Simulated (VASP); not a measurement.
A run of VASP 6.6.1:

POSCAR

```
SiC
1.0
    3.0751950059      0.0000000000      0.0000000000
   -1.5375975029      2.6631969967      0.0000000000
    0.0000000000      0.0000000000      5.0481668544
Si C
2 2
Direct
    0.3333333333      0.6666666667      0.0046028828
    0.6666666667      0.3333333333      0.5046028828
    0.5509497907      0.8259729700      0.3803971172
    0.6666666667      0.3333333333      0.8803971172
```

INCAR.step1

```
PREC = Accurate ; ENCUT = 520
ISMEAR = 0 ; SIGMA = 0.05
LREAL = F ; LASPH = T
NELM = 60 ; NBANDS = 16
GGA = PE ; ALGO = Normal
EDIFF = 1E-4 ; LWAVE = T
LCHARG = F
```

The input INCAR.step2:

```
PREC = Accurate ; ENCUT = 520
EDIFF = 1E-6 ; ISMEAR = 0
SIGMA = 0.05 ; LREAL = F
LASPH = T ; NELM = 60
ALGO = Normal ; ISIF = 2
LWAVE = F ; LCHARG = T
METAGGA = R2SCAN ; LMIXTAU = T
LELF = T ; LVHAR = T
NBANDS = 16 ; ISTART = 1
```

The input KPOINTS:

```
regular mesh
0
Gamma
  12 12 6
```

Potentials or basis: VASP PAW PBE potentials, release 64 (Si, C).

Run with:

```bash
$ cat potpaw_PBE.64/Si/POTCAR potpaw_PBE.64/C/POTCAR > POTCAR
$ cp INCAR.step1 INCAR
$ mpirun -np 1 vasp_std > vasp.out
$ cp INCAR.step2 INCAR
$ mpirun -np 1 vasp_std > vasp.out
```

Hardware: 1 thread of Intel(R) Xeon(R) Platinum 8488C (Sapphire Rapids) (shared host).

**Question.** How long does it take, and how much memory?

**Answer.** Wall time 6.7 min on 1 thread of Intel(R) Xeon(R) Platinum 8488C (Sapphire Rapids) (shared host), peak memory 0.34 GiB. Counts: k points 436.
